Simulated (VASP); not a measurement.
Runs of VASP 6.6.1 on MgO. The structure is cubic, space group Fm-3m (No. 225). Conventional cell: a = 4.227 Å, b = 4.227 Å, c = 4.227 Å, α = 90.00°, β = 90.00°, γ = 90.00°. Within 2.8 Å of Mg (site symmetry m-3m) lie 6 O at 2.11 Å. Within 2.8 Å of O (site symmetry m-3m) lie 6 Mg at 2.11 Å. 

```tsv
potentials or basis	cutoff (eV)	smearing	mended	gap on the mesh (eV)	pressure (GPa)
VASP PAW PBE potentials, release 64 (Mg, O)	660	gaussian 0.15 eV	-	5.50	-4.0
VASP PAW PBE potentials, release 64 (Mg, O)	660	gaussian 0.1 eV	-	5.50	-4.0
VASP PAW PBE potentials, release 64 (Mg, O)	660	gaussian 0.01 eV	-	5.50	-4.0
VASP PAW PBE potentials, release 64 (Mg_sv, O)	750	gaussian 0.1 eV	yes	5.54	(a)
```

Alike in all rows: task single point; level r2SCAN; no spin polarisation; cell as given; k mesh 9 × 9 × 9.

Estimate the missing entries.

(a) -2.5.

Caveats: the PAW data sets were made with another functional, which shifts forces and pressure a little; the cell stands under tension (at least some runs).

The runs don't all hold the same shells in valence.
